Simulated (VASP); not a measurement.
**Rh: single point with r2SCAN**

Crystal: Rh.

```
CELL_PARAMETERS angstrom
0.00000 1.89997 1.89997
1.89997 0.00000 1.89997
1.89997 1.89997 0.00000
ATOMIC_POSITIONS crystal
Rh 0.00000 0.00000 0.00000
```

```
Program                : VASP 6.6.1
Task                   : single point
Functional             : r2SCAN
Potentials or basis    : VASP PAW PBE potentials, release 64 (Rh_sv_GW)
Cutoff                 : 580 eV
k mesh                 : 18 × 18 × 18
Occupations            : gaussian, width 0.1 eV
Spin                   : no spin polarisation
Dipole correction      : no
Second run             : valence_matched
Further INCAR settings : ALGO = Normal; EDIFF = 1e-06; NBANDS = 14
```

```json
{
  "Pressure": "-1.6 GPa"
}
```

Levels at points of the mesh, in eV from the Fermi level:
| k point | band 6 | band 7 | band 8 | band 9 | band 10 | band 11 |
| --- | --- | --- | --- | --- | --- | --- |
| (0.00, 0.00, 0.00) | -3.18 | -3.18 | -3.18 | -1.08 | -1.08 | 16.46 |
| (0.50, 0.00, 0.00) | -3.30 | -3.30 | 0.58 | 0.58 | 0.90 | 9.12 |
| (0.50, 0.50, 0.00) | -6.19 | 0.50 | 1.04 | 1.04 | 3.48 | 12.91 |

Wall time 4.5 min on 1 thread of AMD EPYC 7R43 64-Core Processor (Zen 3) (shared host), peak memory 0.16 GiB.

Caveat: the PAW data sets were made with another functional, which shifts forces and pressure a little.
